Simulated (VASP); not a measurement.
# As: single point with LDA

Crystal: As.

```xyz
2
Lattice="1.9361 1.1178 3.5903 -1.9361 1.1178 3.5903 0.0000 -2.2357 3.5903" Properties=species:S:1:pos:R:3 pbc="T T T"
As    0.0000    0.0000    2.4508
As    0.0000    0.0000    8.3202
```

This cell differs from its parent crystal: strain +0.030 along x and y, +0.030 along z.

- Program: VASP 6.6.1
- Task: single point
- Functional: LDA
- Potentials or basis: VASP PAW LDA potentials, release 64 (As)
- Cutoff: 520 eV
- k mesh: 15 × 15 × 15
- Occupations: gaussian, width 0.15 eV
- Spin: no spin polarisation

| Property | Result |
| --- | --- |
| Pressure | -6.8 GPa |
| Largest force | 0.398 eV/Å |
| Band gap on the k mesh | zero (bands 5 and 6 overlap by 0.27 eV) |

Forces in eV/Å, atoms in the order of the input:
```
As   0.000  0.000 -0.398
As   0.000  0.000  0.398
```

Stress tensor (GPa, compression positive):
```
-7.11  0.00  0.00
 0.00 -7.11  0.00
 0.00  0.00 -6.10
```

Levels at points of the mesh, in eV from the Fermi level:
```
           k point  band 1  band 2  band 3  band 4  band 5  band 6  band 7  band 8  band 9  band 10
(0.00, 0.00, 0.00)  -14.32   -6.26   -2.25   -1.81   -1.81    1.72    2.78    2.78    6.84     6.84
```

Wall time 2.5 min on 1 thread of Intel Xeon 8259CL, with other jobs on the host, peak memory 0.28 GiB.

Caveat: the cell differs from its parent crystal (strain +0.030 along x and y, +0.030 along z); the cell stands under tension.
